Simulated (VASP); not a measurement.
# C in VASP: further runs

C is run at these levels: PBE+D3(BJ); tasks: single point.

Program: VASP 6.6.1. These are calculated values, not measurements. Logs are shortened: lines on timing, memory, paths and dates and some standing lists are left out, and cuts for length are marked.

### Step 1. The cell of the first run

The cell holds a slab with vacuum, 2 atoms: a = 2.466 Å, b = 2.466 Å, c = 17.034 Å, α = 90.00°, β = 90.00°, γ = 120.00°.

### Step 2. Single point, PBE+D3(BJ)

Input file INCAR:

```
PREC     = Accurate       # precision mode
ENCUT    = 520            # plane-wave cutoff, eV
EDIFF    = 1E-7           # SCF threshold, eV
ISMEAR   = 0              # smearing method
SIGMA    = 0.05           # smearing width, eV
LREAL    = F              # projectors in reciprocal space
LASPH    = T              # aspherical terms in the spheres
NELM     = 60             # most SCF steps
ALGO     = Normal         # electronic algorithm
ISIF     = 2              # what is computed and relaxed
LWAVE    = F              # write WAVECAR
LCHARG   = T              # write CHGCAR
LDIPOL   = T            
IDIPOL   = 3            
DIPOL    = 0.5 0.5 0.500
GGA      = PE             # functional
IVDW     = 12             # dispersion correction
LELF     = T              # ELF
LVHAR    = T            
LVACPOTAV= T            
NBANDS   = 11             # bands
```

Input file KPOINTS:

```
regular mesh
0
Gamma
  15 15 1
```

Input file POSCAR:

```
C
1.0
    2.4657276139      0.0000000029      0.0000000000
   -1.2328638095      2.1353827510      0.0000000000
    0.0000000000      0.0000000000     17.0339499929
C
2
Direct
    0.0000000000      0.0000000000      0.5000000636
    0.6666666667      0.3333333333      0.4999999364
```

Potentials or basis: VASP PAW PBE potentials, release 64 (C).

Started as:

```
cat potpaw_PBE.64/C/POTCAR > POTCAR
mpirun -np 1 vasp_std > vasp.out
```

OUTCAR:

```text
PREC = Accurate
   ENCUT = 520
   EDIFF = 1E-7
   ISMEAR = 0
   LREAL = F
   LASPH = T
   NELM = 60
   ISIF = 2
   GGA = PE
   IVDW = 12
 IVDW          = 12

 ion  position               nearest neighbor table
   1  0.000  0.000  0.500-   2 1.42   2 1.42   2 1.42
   2  0.667  0.333  0.500-   1 1.42   1 1.42   1 1.42

  LATTYP: Found a hexagonal cell.
 ALAT       =     2.4657276139
 C/A-ratio  =     6.9082853665

  Lattice vectors:

 A1 = (   2.4657276139,   0.0000000029,   0.0000000000)
 A2 = (  -1.2328638095,   2.1353827510,   0.0000000000)
 A3 = (   0.0000000000,   0.0000000000,  17.0339499929)

Analysis of symmetry for initial positions (statically):
=====================================================================
 Subroutine PRICEL returns:
 Original cell was already a primitive cell.

 Routine SETGRP: Setting up the symmetry group for a
 hexagonal supercell.

 Subroutine GETGRP returns: Found 24 space group operations
 (whereof 12 operations were pure point group operations)
 out of a pool of 24 trial point group operations.

The static configuration has the point symmetry D_3h.
 The point group associated with its full space group is D_6h.

Analysis of symmetry for dynamics (positions and initial velocities):
=====================================================================
 Subroutine PRICEL returns:
 Original cell was already a primitive cell.

 Routine SETGRP: Setting up the symmetry group for a
 hexagonal supercell.

 Subroutine GETGRP returns: Found 24 space group operations
 (whereof 12 operations were pure point group operations)
 out of a pool of 24 trial point group operations.

The dynamic configuration has the point symmetry D_3h.
 The point group associated with its full space group is D_6h.

 Subroutine INISYM returns: Found 24 space group operations
 (whereof 12 operations are pure point group operations),
 and found     1 'primitive' translations

----------------------------------------------------------------------------------------

                                     Primitive cell

  volume of cell :      89.6884

  direct lattice vectors                    reciprocal lattice vectors
     2.465727614  0.000000003  0.000000000     0.405559801  0.234150061  0.000000000
    -1.232863809  2.135382751  0.000000000    -0.000000001  0.468300120  0.000000000
     0.000000000  0.000000000 17.033949993     0.000000000  0.000000000  0.058706290

[... 93 lines left out ...]
   PSTRESS=    0.0 pullay stress
   NELECT =       8.0000    total number of electrons
   NUPDOWN=      -1.0000    fix difference up-down
   EMIN   =  10.00;   EMAX   =-10.00  energy-range for DOS
   EFERMI =   0.00;   METHOD = LEGACY
   ISMEAR =     0;   SIGMA  =   0.05  broadening in eV -4-tet -1-fermi 0-gaus
   EFERMI_NEDOS =   21; number of points for ismear=-14 and -15
   IALGO  =     38    algorithm
   IMIX   =      4    mixing-type and parameters
     AMIX     =   0.40;   BMIX     =  1.00
     AMIX_MAG =   1.60;   BMIX_MAG =  1.00
  volume/ion in A,a.u.               =      44.84       302.62
  Fermi-wavevector in a.u.,A,eV,Ry     =   0.731464  1.382266  7.279649  0.535039
  Thomas-Fermi vector in A             =   1.823687
   LORBIT       =      0    0 simple, 1 ext, 2 COOP (PROOUT), +10 PAW based schemes
   GGA     = PE    functional components
   LHFCALC =     F    Hartree Fock is set to
   AEXX    =    0.0000 exact exchange contribution
   IVDW    =    12    specifies the selected vdW correction
   LEPSILON=     F    determine dielectric tensor
   LRPA    =     F    only Hartree local field effects (RPA)
 non-spin polarized calculation
 Gauss-broadening in eV      SIGMA  =   0.05
  energy-cutoff  :      520.00
  volume of cell :       89.69
 maximum number of plane-waves:      2448
   NGX =  9   NGY =  9   NGZ = 63

 number of electron       7.9999997 magnetization

 dipolmoment           0.000000      0.000000      0.000000 electrons x Angstroem

 Free energy of the ion-electron system (eV)
  ---------------------------------------------------
  ext. energy  EPLUGINS =         0.00000000
  ---------------------------------------------------
  free energy    TOTEN  =       -18.44845557 eV

  energy without entropy =      -18.44795407  energy(sigma->0) =      -18.44820482

 E-fermi :  -2.4801     XC(G=0):  -2.5265

 val. band max:       -2.4800828687   @ k =   0.3333   0.3333   0.0000
 cond. band min:      -2.4800828671   @ k =   0.3333   0.3333   0.0000
 fundamental gap:      0.0000000016
 Fermi energy:        -2.4800828679

 k-point     1 :       0.0000    0.0000    0.0000
  band No.  band energies     occupation
      1     -22.0051      2.00000
      2     -10.0994      2.00000
      3      -5.5261      2.00000
      4      -5.5261      2.00000
      5       0.7775      0.00000
      6       1.6183      0.00000
      7       2.0723      0.00000
      8       3.4388      0.00000
      9       4.0517      0.00000
     10       5.8274      0.00000
     11       5.8274      0.00000
[... 309 lines left out ...]
 k-point    24 :       0.4000    0.2000    0.0000
  band No.  band energies     occupation
      1     -16.1555      2.00000
      2     -15.1662      2.00000
      3     -11.3275      2.00000
      4      -3.9818      2.00000
      5      -1.1815      0.00000
      6       8.3298      0.00000
      7       8.8455      0.00000
      8       9.4230      0.00000
      9       9.6508      0.00000
     10      10.6848      0.00000
     11      11.2111      0.00000

 [... further k-points ...]

------------------------ aborting loop because EDIFF is reached ----------------------------------------

 Edisp (eV)   -0.17732

 E8    (eV) :    -0.0555

  FORCE on cell =-STRESS in cart. coord.  units (eV):
  Direction    XX          YY          ZZ          XY          YZ          ZX
  --------------------------------------------------------------------------------------
  -------------------------------------------------------------------------------------
  Total       0.07987     0.07987    -0.01150    -0.00000     0.00000     0.00000
  in kB       1.42681     1.42681    -0.20550    -0.00000     0.00000     0.00000
  external pressure =        0.88 kB  Pullay stress =        0.00 kB

 VOLUME and BASIS-vectors are now :
 -----------------------------------------------------------------------------
  energy-cutoff  :      520.00
  volume of cell :       89.69
      direct lattice vectors                 reciprocal lattice vectors
     2.465727614  0.000000003  0.000000000     0.405559801  0.234150061  0.000000000
    -1.232863809  2.135382751  0.000000000    -0.000000001  0.468300120  0.000000000
     0.000000000  0.000000000 17.033949993     0.000000000  0.000000000  0.058706290

 POSITION                                       TOTAL-FORCE (eV/Angst)
 -----------------------------------------------------------------------------------
      0.00000      0.00000      8.51698         0.000000      0.000000      0.000000
      1.23286      0.71179      8.51697        -0.000000      0.000000      0.000000
 -----------------------------------------------------------------------------------
    total drift:                               -0.000000      0.000000      0.000000

  FREE ENERGIE OF THE ION-ELECTRON SYSTEM (eV)
  ---------------------------------------------------
  free  energy   TOTEN  =       -18.6257787738 eV

  energy  without entropy=      -18.6252772719  energy(sigma->0) =      -18.62552802

 vacuum level on the upper side and lower side of the slab         1.764         1.764
```

stdout:

```text
POSCAR found type information on POSCAR C
 POSCAR found :  1 types and       2 ions
 scaLAPACK will be used
 LDA part: xc-table for (Slater+PW92), standard interpolation
 POSCAR, INCAR and KPOINTS ok, starting setup
 FFT: planning ... GRIDC
 FFT: planning ... GRID_SOFT
 FFT: planning ... GRID
 WAVECAR not read
 entering main loop
 -----------------------------------------------------------------------------
|                                                                             |
|           W    W    AA    RRRRR   N    N  II  N    N   GGGG   !!!           |
|           W    W   A  A   R    R  NN   N  II  NN   N  G    G  !!!           |
|           W    W  A    A  R    R  N N  N  II  N N  N  G       !!!           |
|           W WW W  AAAAAA  RRRRR   N  N N  II  N  N N  G  GGG   !            |
|           WW  WW  A    A  R   R   N   NN  II  N   NN  G    G                |
|           W    W  A    A  R    R  N    N  II  N    N   GGGG   !!!           |
|                                                                             |
|     Did not find any points to average over, which means that no vacuum     |
|     field-free region was found. Please increase the size of  your cell     |
|     in the dimension of the dipole correction to obtain accurate            |
|     workfunction values.                                                    |
|                                                                             |
 -----------------------------------------------------------------------------
```

Wall time 28 s (1 thread of AMD EPYC 7R13 (Zen 3), shared host); peak memory 0.16 GiB.

What came out:

- Free energy: -18.6258 eV
- Band gap on the k mesh: zero (filled and empty bands touch)
- Dispersion energy per atom: -0.089 eV

Levels at points of the mesh, in eV from the Fermi level:
| k point | band 2 | band 3 | band 4 | band 5 | band 6 | band 7 |
| --- | --- | --- | --- | --- | --- | --- |
| (0.00, 0.00, 0.00) | -7.62 | -3.05 | -3.05 | 3.26 | 4.10 | 4.55 |

### Step 3. Single point, PBE+D3(BJ)

This run uses another cell than the first one, of 45.00 Å³/atom, 1.003 times its volume.

Input file INCAR:

```
PREC = Accurate ; ENCUT = 520
EDIFF = 1E-6 ; ISMEAR = 0
SIGMA = 0.05 ; LREAL = F
LASPH = T ; NELM = 100
ALGO = Normal ; ISIF = 2
LWAVE = F ; LCHARG = F
LDIPOL = T ; IDIPOL = 3
DIPOL = 0.5 0.5 0.500 ; GGA = PE
IVDW = 12 ; NBANDS = 11
```

Input file KPOINTS:

```
Automatic mesh
0
Gamma
  15 15 1
```

Input file POSCAR:

```
C
1.0
    2.4699988100      0.0000000000      0.0000000000
   -1.2349994100      2.1390817200      0.0000000000
    0.0000000000      0.0000000000     17.0339499929
C
2
Direct
    0.0000000000      0.0000000000      0.4990034609
    0.6666666700      0.3333333300      0.5009965391
```

Potentials or basis: VASP PAW PBE potentials, release 64 (C).

Started as:

```
cat potpaw_PBE.64/C/POTCAR > POTCAR
mpirun -np 1 vasp_std > vasp.out
```

Wall time 24 s (1 thread of AMD EPYC 7R13 (Zen 3), shared host); peak memory 0.16 GiB.

It converged, with:

```
Free energy                : -18.6160 eV
Largest force              : 0.569 eV/Å
Band gap on the k mesh     : zero (filled and empty bands touch)
Dispersion energy per atom : -0.089 eV
```

Forces in eV/Å, atoms in the order of the input:
```
C    0.000  0.000  0.569
C    0.000  0.000 -0.569
```

Levels at points of the mesh, in eV from the Fermi level:
```csv
k point,band 1,band 2,band 3,band 4,band 5,band 6,band 7,band 8,band 9
"(0.00, 0.00, 0.00)",-19.48,-7.58,-3.04,-3.04,3.27,4.11,4.52,5.94,6.50
```
